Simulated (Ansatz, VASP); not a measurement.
# One calculation of WSe2, two programs

```xyz
3
Lattice="3.5155 0.0000 0.0000 -1.7578 2.8321 0.0000 0.0000 0.0000 16.6612" Properties=species:S:1:pos:R:3 pbc="T T T"
W     0.0000    0.0000    0.0000
Se    0.0000    1.8881    1.6728
Se    0.0000    1.8881   14.9884
```

Change from the starting cell: strain +0.0750 x Voigt [1, 0, 0, 0, 0, 0], atoms carried along.

Alike in both runs: task single point; functional PBEsol; k mesh 12 × 12 × 2; occupations gaussian, width 0.05 eV; no spin polarisation.

```csv
,VASP,Ansatz
version,VASP 6.6.1,Ansatz 0.2.0
potentials or method,"VASP PAW PBE potentials, release 64 (W_sv, Se), cutoff 520 eV","scalar-relativistic, plane waves, PAW"
valence electrons in the cell,26,46
```

```csv
,VASP,Ansatz,Ansatz less VASP
gap on the k mesh at the Fermi level (eV),1.32,1.33,+0.003
least direct gap on the mesh (eV),1.32,1.33,+0.003
rms of the force components (eV/Å),0.365,0.383,+0.0178
```

VASP's potentials were made for PBE, not for PBEsol. Atom by atom the forces differ by 0.023 eV/Å (rms over components). VASP's potentials hold 26 valence electrons a cell and Ansatz's 46, so a difference there can come from the potentials and not from the codes.

Neither program's run includes spin-orbit coupling.
